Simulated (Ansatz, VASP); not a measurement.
# One calculation of CdSe, two programs

```xyz
2
Lattice="0.0000 2.7241 2.7241 2.7241 0.0000 2.7241 2.7241 2.7241 0.0000" Properties=species:S:1:pos:R:3 pbc="T T T"
Cd    0.0000    0.0000    0.0000
Se    2.7241    2.7241    2.7241
```

Alike in both runs: task single point; functional r2SCAN; k mesh 10 × 10 × 10; occupations gaussian, width 0.05 eV; no spin polarisation.

|  | VASP | Ansatz |
| --- | --- | --- |
| version | VASP 6.6.1 | Ansatz 0.2.0 |
| potentials or method | VASP PAW PBE potentials, release 64 (Cd, Se), cutoff 520 eV | scalar-relativistic, plane waves, PAW |
| valence electrons in the cell | 18 | 36 |

Ansatz gave:

```
gap on the k mesh at the Fermi level (eV) : none
pressure (GPa)                            : 12.0
```

Problem. Estimate VASP's values.

Solution. gap on the k mesh at the Fermi level (eV): none; pressure (GPa): 12.7.

VASP's potentials were made for PBE, not for r2SCAN. A gap of «none» marks a metal or a gap that the smearing closes. VASP's potentials hold 18 valence electrons a cell and Ansatz's 36, so a difference there can come from the potentials and not from the codes.
